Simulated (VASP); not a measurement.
## Tl: single point with PBE

Crystal: Tl.

```
Tl
1.0
     0.00000    2.46634    2.46634
     2.46634    0.00000    2.46634
     2.46634    2.46634    0.00000
Tl
1
Direct
  0.00000 0.00000 0.00000
```

```json
{
 "Program": "VASP 6.6.1",
 "Task": "single point",
 "Functional": "PBE",
 "Potentials or basis": "VASP PAW PBE potentials, release 64 (Tl_d)",
 "Cutoff": "520 eV",
 "k mesh": "9 × 9 × 9",
 "Occupations": "fermi-dirac, width 0.05 eV",
 "Spin": "no spin polarisation",
 "Dipole correction": "no",
 "Further INCAR settings": "ALGO = Fast; EDIFF = 1e-06; NBANDS = 12"
}
```

| Property | Result |
| --- | --- |
| Pressure | 1.2 GPa |

Levels at points of the mesh, in eV from the Fermi level:
```csv
k point,band 4,band 5,band 6,band 7,band 8,band 9
"(0.00, 0.00, 0.00)",-11.27,-11.27,-9.68,9.92,9.92,9.92
```

Run time: 23 s on 1 thread of Intel(R) Xeon(R) Platinum 8175M CPU @ 2.50GHz (Skylake/Cascade Lake), with other jobs on the host, peak memory 0.15 GiB.

Caveat: spin-orbit coupling is left out, which moves the levels of the heavy elements.
